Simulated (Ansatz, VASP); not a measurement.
## One calculation of Se, two programs

```xyz
3
Lattice="4.3225 0.0000 0.0000 -2.1613 3.7434 0.0000 0.0000 0.0000 4.9536" Properties=species:S:1:pos:R:3 pbc="T T T"
Se    0.9743    0.0000    1.6512
Se   -0.4872    0.8438    3.3024
Se    1.6741    2.8997    0.0000
```

Change from the starting cell: equal xx and yy strain of -1 %, crystal datasets.

Alike in both runs: task electric field gradients; functional PBEsol; k mesh 6 × 6 × 5; occupations fermi-dirac, width 0.03 eV; no spin polarisation.

|  | VASP | Ansatz |
| --- | --- | --- |
| version | VASP 6.6.1 | Ansatz 0.2.0 |
| potentials or method | VASP PAW PBE potentials, release 64 (Se), cutoff 520 eV | all-electron PAW with datasets made for the crystal, scalar-relativistic |

Ansatz gave:

```
gap on the k mesh at the Fermi level (eV)                     : 1.24
pressure (GPa)                                                : 1.1
traceless stress, the component that is largest in VASP (GPa) : 1.15
rms of the force components (eV/Å)                            : 0.276
size of Vzz on the site where it differs most (V/Å²)          : 505.1
```

Estimate VASP's values.

gap on the k mesh at the Fermi level (eV): 1.24; pressure (GPa): 1.3; traceless stress, the component that is largest in VASP (GPa): 1.24; rms of the force components (eV/Å): 0.307; size of Vzz on the site where it differs most (V/Å²): 482.4.

VASP's potentials were made for PBE, not for PBEsol. Atom by atom the forces differ by 0.031 eV/Å (rms over components). Ansatz ran all-electron here, and VASP with PAW potentials.
